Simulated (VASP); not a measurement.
Set up this calculation in VASP 6.6.1, as the native input.

* Task: single point
* Functional: PBE
* Potentials or basis: VASP PAW PBE potentials, release 64 (Hf_pv)
* Cutoff: 520 eV
* k mesh: 10 × 10 × 5
* Occupations: fermi-dirac, width 0.05 eV
* Spin: no spin polarisation
* Dipole correction: no
* Further INCAR settings: ALGO = Normal; EDIFF = 1e-07; NBANDS = 17

The structure of Hf lies in POSCAR:

```
Hf
1.0
    3.1967000000     -0.0639340000      0.0000000000
   -1.6537184682      2.8003904083      0.0000000000
    0.0000000000      0.0000000000      5.0578000000
Hf
2
Direct
    0.6666666667      0.3333333333      0.7500000000
    0.3333333333      0.6666666667      0.2500000000
```

These files were run (other wordings do the same):

INCAR

```
  ALGO = Normal
  EDIFF = 1E-7
  ENCUT = 520
  GGA = PE
  ISIF = 2
  ISMEAR = -1
  LASPH = True
  LCHARG = False
  LREAL = False
  LWAVE = False
  NBANDS = 17
  NELM = 80
  PREC = Accurate
  SIGMA = 0.05
```

KPOINTS

```
k-points
0
Gamma
  10 10 5
```

Potentials or basis: VASP PAW PBE potentials, release 64 (Hf_pv).

Command:

```bash
$ cat potpaw_PBE.64/Hf_pv/POTCAR > POTCAR
$ mpirun -np 1 vasp_std > vasp.out
```

It gave:

The pressure is 0.3 GPa. The largest force is 0.100 eV/Å and the band gap on the k mesh is zero (band 10 reaches 5.74 eV, above the bottom of band 11 at 4.54 eV).

Caveat: spin-orbit coupling is left out, which moves the levels of the heavy elements.

It took 62 s on 1 thread of Intel Xeon 6975P-C, with other jobs on the host, peak memory 0.23 GiB.
